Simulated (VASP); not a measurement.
# BP (F-43m) in VASP: notebook

Runs on BP. Level: PBE. Tasks: electric field gradients, single point.

Program: VASP 6.6.1. These are calculated values, not measurements. Logs are shortened: lines on timing, memory, paths and dates and some standing lists are left out, and cuts for length are marked.

## Step 1: The cell of the first run

It takes space group F-43m (No. 216, cubic). The conventional cell has a = 4.523 Å, b = 4.523 Å, c = 4.523 Å, α = 90.00°, β = 90.00°, γ = 90.00°. B (site symmetry -43m) has 4 P at 1.96 Å within 2.6 Å. Within 2.6 Å of P (site symmetry -43m) lie 4 B at 1.96 Å.

## Step 2: Electric field gradients, PBE (11.56 Å³/atom)

Contents of INCAR:

```
SYSTEM = BP
  ALGO = Normal
  EDIFF = 1E-8
  ENCUT = 520
  GGA = PE
  ISIF = 2
  ISMEAR = -1
  LASPH = .TRUE.
  LCHARG = .FALSE.
  LEFG = .TRUE.
  LREAL = .FALSE.
  LWAVE = .FALSE.
  NBANDS = 11
  NELM = 100
  PREC = Accurate
  SIGMA = 0.05
```

Contents of KPOINTS:

```
k-points
0
G
  15 15 15
  0 0 0
```

Contents of POSCAR:

```
BP
1.0
    0.0000000000      2.2614113146      2.2614113146
    2.2614113146      0.0000000000      2.2614113146
    2.2614113146      2.2614113146      0.0000000000
B P
1 1
Direct
    0.0000000000      0.0000000000      0.0000000000
    0.7500000000      0.7500000000      0.7500000000
```

Potentials or basis: VASP PAW PBE potentials, release 64 (B, P).

Launch:

```console
$ cat potpaw_PBE.64/B/POTCAR potpaw_PBE.64/P/POTCAR > POTCAR
$ mpirun -np 1 vasp_std > vasp.out
```

OUTCAR:

```text
SYSTEM = BP
   EDIFF = 1E-8
   ENCUT = 520
   GGA = PE
   ISIF = 2
   ISMEAR = -1
   LASPH = .TRUE.
   LREAL = .FALSE.
   NELM = 100
   PREC = Accurate

 ion  position               nearest neighbor table
   1  0.000  0.000  0.000-   2 1.96   2 1.96   2 1.96   2 1.96
   2  0.750  0.750  0.750-   1 1.96   1 1.96   1 1.96   1 1.96

  LATTYP: Found a face centered cubic cell.
 ALAT       =     4.5228226292

  Lattice vectors:

 A1 = (   0.0000000000,   2.2614113146,   2.2614113146)
 A2 = (   2.2614113146,   0.0000000000,   2.2614113146)
 A3 = (   2.2614113146,   2.2614113146,   0.0000000000)

Analysis of symmetry for initial positions (statically):
=====================================================================
 Subroutine PRICEL returns:
 Original cell was already a primitive cell.

 Routine SETGRP: Setting up the symmetry group for a
 face centered cubic supercell.

 Subroutine GETGRP returns: Found 24 space group operations
 (whereof 24 operations were pure point group operations)
 out of a pool of 48 trial point group operations.

The static configuration has the point symmetry T_d .

Analysis of symmetry for dynamics (positions and initial velocities):
=====================================================================
 Subroutine PRICEL returns:
 Original cell was already a primitive cell.

 Routine SETGRP: Setting up the symmetry group for a
 face centered cubic supercell.

 Subroutine GETGRP returns: Found 24 space group operations
 (whereof 24 operations were pure point group operations)
 out of a pool of 48 trial point group operations.

The dynamic configuration has the point symmetry T_d .

 Subroutine INISYM returns: Found 24 space group operations
 (whereof 24 operations are pure point group operations),
 and found     1 'primitive' translations

----------------------------------------------------------------------------------------

                                     Primitive cell

  volume of cell :      23.1296

  direct lattice vectors                    reciprocal lattice vectors
     0.000000000  2.261411315  2.261411315    -0.221100866  0.221100866  0.221100866
     2.261411315  0.000000000  2.261411315     0.221100866 -0.221100866  0.221100866
     2.261411315  2.261411315  0.000000000     0.221100866  0.221100866 -0.221100866

  length of vectors
     3.198118551  3.198118551  3.198118551     0.382957933  0.382957933  0.382957933

  position of ions in fractional coordinates (direct lattice)
     0.000000000  0.000000000  0.000000000
     0.750000000  0.750000000  0.750000000

  ion indices of the primitive-cell ions
   primitive index   ion index
                 1           1
                 2           2

----------------------------------------------------------------------------------------

 KPOINTS: k-points

Automatic generation of k-mesh.
 Grid dimensions read from file:
 generate k-points for:   15   15   15

 Generating k-lattice:

  Cartesian coordinates                     Fractional coordinates (reciprocal lattice)
    -0.014740058  0.014740058  0.014740058     0.066666667  0.000000000  0.000000000
     0.014740058 -0.014740058  0.014740058     0.000000000  0.066666667  0.000000000
     0.014740058  0.014740058 -0.014740058     0.000000000  0.000000000  0.066666667

  Length of vectors
     0.025530529  0.025530529  0.025530529

  Shift w.r.t. Gamma in fractional coordinates (k-lattice)
     0.000000000  0.000000000  0.000000000

 Subroutine IBZKPT returns following result:
 ===========================================

 Found    120 irreducible k-points:

 Following reciprocal coordinates:
            Coordinates               Weight
  0.000000  0.000000  0.000000      1.000000
  0.066667  0.000000  0.000000      8.000000
  0.133333  0.000000  0.000000      8.000000
  0.200000  0.000000  0.000000      8.000000
  0.266667  0.000000  0.000000      8.000000
  0.333333  0.000000  0.000000      8.000000
[... 16 lines left out ...]
  0.133333  0.133333  0.000000      6.000000
  0.200000  0.133333  0.000000     24.000000
 [... further k-points ...]
   k-points           NKPTS =    120   k-points in BZ     NKDIM =    120   number of bands    NBANDS=     11
   number of dos      NEDOS =    301   number of ions     NIONS =      2
   total plane-waves  NPLWV =  13824
   dimension x,y,z NGX =    24 NGY =   24 NGZ =   24
   dimension x,y,z NGXF=    48 NGYF=   48 NGZF=   48
   ions per type =               1   1
   NGX,Y,Z   is equivalent  to a cutoff of  12.48, 12.48, 12.48 a.u.
   NGXF,Y,Z  is equivalent  to a cutoff of  24.95, 24.95, 24.95 a.u.
 SYSTEM =  BP
   PREC   = accura    normal or accurate (medium, high low for compatibility)
   ISTART =      0    job   : 0-new  1-cont  2-samecut
   ICHARG =      2    charge: 1-file 2-atom 10-const
   ISPIN  =      1    spin polarized calculation?
   LNONCOLLINEAR =      F non collinear calculations
   LSORBIT =      F    spin-orbit coupling
   LASPH  =      T    aspherical Exc in radial PAW
   ENCUT  =  520.0 eV  38.22 Ry    6.18 a.u.   5.95  5.95  5.95*2*pi/ulx,y,z
   NELM   =    100;   NELMIN=  2; NELMDL= -5     # of ELM steps
   EDIFF  = 0.1E-07   stopping-criterion for ELM
   LREAL  =      F    real-space projection
   EDIFFG = 0.1E-06   stopping-criterion for IOM
   NSW    =      0    number of steps for IOM
   IBRION =     -1    ionic relax: 0-MD 1-quasi-New 2-CG
   NFREE  =      0    steps in history (QN), initial steepest desc. (CG)
   ISIF   =      2    stress and relaxation
   ISYM   =      2    0-nonsym 1-usesym 2-fastsym
   POTIM  = 0.5000    time-step for ionic-motion
   TEBEG  =    0.0;   TEEND  =   0.0 temperature during run
   PSTRESS=    0.0 pullay stress
   NELECT =       8.0000    total number of electrons
   NUPDOWN=      -1.0000    fix difference up-down
   EMIN   =  10.00;   EMAX   =-10.00  energy-range for DOS
   EFERMI =   0.00;   METHOD = LEGACY
   ISMEAR =    -1;   SIGMA  =   0.05  broadening in eV -4-tet -1-fermi 0-gaus
   EFERMI_NEDOS =   21; number of points for ismear=-14 and -15
   IALGO  =     38    algorithm
   IMIX   =      4    mixing-type and parameters
     AMIX     =   0.40;   BMIX     =  1.00
     AMIX_MAG =   1.60;   BMIX_MAG =  1.00
  volume/ion in A,a.u.               =      11.56        78.04
  Fermi-wavevector in a.u.,A,eV,Ry     =   1.149164  2.171605 17.967547  1.320577
  Thomas-Fermi vector in A             =   2.285835
   LORBIT       =      0    0 simple, 1 ext, 2 COOP (PROOUT), +10 PAW based schemes
   GGA     = PE    functional components
   LHFCALC =     F    Hartree Fock is set to
   AEXX    =    0.0000 exact exchange contribution
   IVDW    =     0    specifies the selected vdW correction
   LEPSILON=     F    determine dielectric tensor
   LRPA    =     F    only Hartree local field effects (RPA)
 non-spin polarized calculation
  energy-cutoff  :      520.00
  volume of cell :       23.13
 maximum number of plane-waves:       635
   NGX = 11   NGY = 11   NGZ = 11

 number of electron       8.0000000 magnetization

 Free energy of the ion-electron system (eV)
  ---------------------------------------------------
  ext. energy  EPLUGINS =         0.00000000
  ---------------------------------------------------
  free energy    TOTEN  =       -12.92815389 eV

  energy without entropy =      -12.92815386  energy(sigma->0) =      -12.92815387

 E-fermi :   8.1509     XC(G=0): -10.9506

 val. band max:        7.5519447095   @ k =   0.0000   0.0000   0.0000
 cond. band min:       8.7776173845   @ k =   0.4000   0.4000   0.0000
 fundamental gap:      1.2256726751
 Fermi energy:         8.1508614695

 k-point     1 :       0.0000    0.0000    0.0000
  band No.  band energies     occupation
      1      -7.9984      2.00000
      2       7.5519      1.99999
      3       7.5519      1.99999
      4       7.5519      1.99999
      5      10.9677      0.00000
      6      10.9677      0.00000
      7      10.9677      0.00000
      8      15.0798      0.00000
      9      19.1332      0.00000
     10      19.7095      0.00000
     11      19.7095      0.00000
[... 309 lines left out ...]
 k-point    24 :       0.2000    0.1333    0.0000
  band No.  band energies     occupation
      1      -7.2755      2.00000
      2       4.9223      2.00000
      3       5.8246      2.00000
      4       6.1733      2.00000
      5      10.2732      0.00000
      6      13.2465      0.00000
      7      13.3945      0.00000
      8      14.6921      0.00000
      9      18.3942      0.00000
     10      20.2039      0.00000
     11      21.2054      0.00000

 [... further k-points ...]

------------------------ aborting loop because EDIFF is reached ----------------------------------------

  FORCE on cell =-STRESS in cart. coord.  units (eV):
  Direction    XX          YY          ZZ          XY          YZ          ZX
  --------------------------------------------------------------------------------------
  -------------------------------------------------------------------------------------
  Total        0.3740884      0.3740884      0.3740884      0.0000000      0.0000000      0.0000000
  in kB       25.9129047     25.9129047     25.9129047      0.0000000      0.0000000      0.0000000
  external PRESSURE =      25.9129047 kB  Pullay stress =       0.0000000 kB

 VOLUME and BASIS-vectors are now :
 -----------------------------------------------------------------------------
  energy-cutoff  :      520.00
  volume of cell :       23.13
      direct lattice vectors                 reciprocal lattice vectors
     0.000000000  2.261411315  2.261411315    -0.221100866  0.221100866  0.221100866
     2.261411315  0.000000000  2.261411315     0.221100866 -0.221100866  0.221100866
     2.261411315  2.261411315  0.000000000     0.221100866  0.221100866 -0.221100866

 POSITION                                       TOTAL-FORCE (eV/Angst)
 -----------------------------------------------------------------------------------
      0.00000      0.00000      0.00000         0.000000     -0.000000     -0.000000
      3.39212      3.39212      3.39212        -0.000000      0.000000      0.000000
 -----------------------------------------------------------------------------------
    total drift:                               -0.000000     -0.000000     -0.000000

  FREE ENERGIE OF THE ION-ELECTRON SYSTEM (eV)
  ---------------------------------------------------
  free  energy   TOTEN  =       -12.9281538879 eV

  energy  without entropy=      -12.9281538604  energy(sigma->0) =      -12.92815387

 Electric field gradients (V/A^2)
---------------------------------------------------------------------
 ion       V_xx      V_yy      V_zz      V_xy      V_xz      V_yz
---------------------------------------------------------------------
   1       0.000     0.000     0.000     0.000     0.000     0.000
   2       0.000    -0.000    -0.000    -0.000    -0.000    -0.000
---------------------------------------------------------------------

 Electric field gradients after diagonalization (V/A^2)
 (convention: |V_zz| > |V_xx| > |V_yy|)
----------------------------------------------------------------------
 ion       V_xx      V_yy      V_zz     asymmetry (V_yy - V_xx)/ V_zz
----------------------------------------------------------------------
   1      -0.000    -0.000     0.000       0.000
   2       0.000     0.000    -0.000       0.000
----------------------------------------------------------------------

           NMR quadrupolar parameters

 Cq : quadrupolar parameter    Cq=e*Q*V_zz/h
 eta: asymmetry parameters     (V_yy - V_xx)/ V_zz
 Q  : nuclear electric quadrupole moment in mb (millibarn)
----------------------------------------------------------------------
 ion       Cq(MHz)       eta       Q (mb)
----------------------------------------------------------------------
   1       0.000       0.000       1.000
   2      -0.000       0.000       1.000
----------------------------------------------------------------------
```

Run time: 9.3 s. Hardware: 1 thread of Intel Xeon 6975P-C (Granite Rapids), shared host; peak memory 0.15 GiB.

Results:

```
Free energy                             : -12.9282 eV
Pressure                                : 2.6 GPa
Band gap on the k mesh                  : 1.23 eV (least direct gap 3.42 eV)
Largest electric field gradient by atom : zero within the noise of the run
```

Caveat: an odd mesh through Γ misses points on the zone boundary, where band edges can lie.

[end of part 1 of 2]
